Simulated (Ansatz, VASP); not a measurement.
**KCl in VASP and in Ansatz**

```
K Cl
1.0
     3.95437    0.00000    0.00000
     0.00000    3.95437    0.00000
     0.00000    0.00000    3.95437
K Cl
1 1
Direct
  0.00000 0.00000 0.00000
  0.50000 0.50000 0.50000
```

Change from the starting cell: strain +0.030 along x and y, +0.030 along z, atoms carried along.

Alike in both runs: task single point; functional PBE; k mesh 6 × 6 × 6; occupations gaussian, width 0.05 eV; no spin polarisation.

|  | VASP | Ansatz |
| --- | --- | --- |
| version | VASP 6.6.1 | Ansatz 0.2.0 |
| potentials or method | VASP PAW PBE potentials, release 64 (K_sv, Cl), cutoff 520 eV | scalar-relativistic, plane waves, PAW |
| valence electrons in the cell | 16 | 16 |

```csv
,VASP,Ansatz,Ansatz less VASP
gap on the k mesh at the Fermi level (eV),4.45,4.45,+0.001
least direct gap on the mesh (eV),4.64,4.64,0.000
pressure (GPa),-1.4,-1.4,+0.01
```
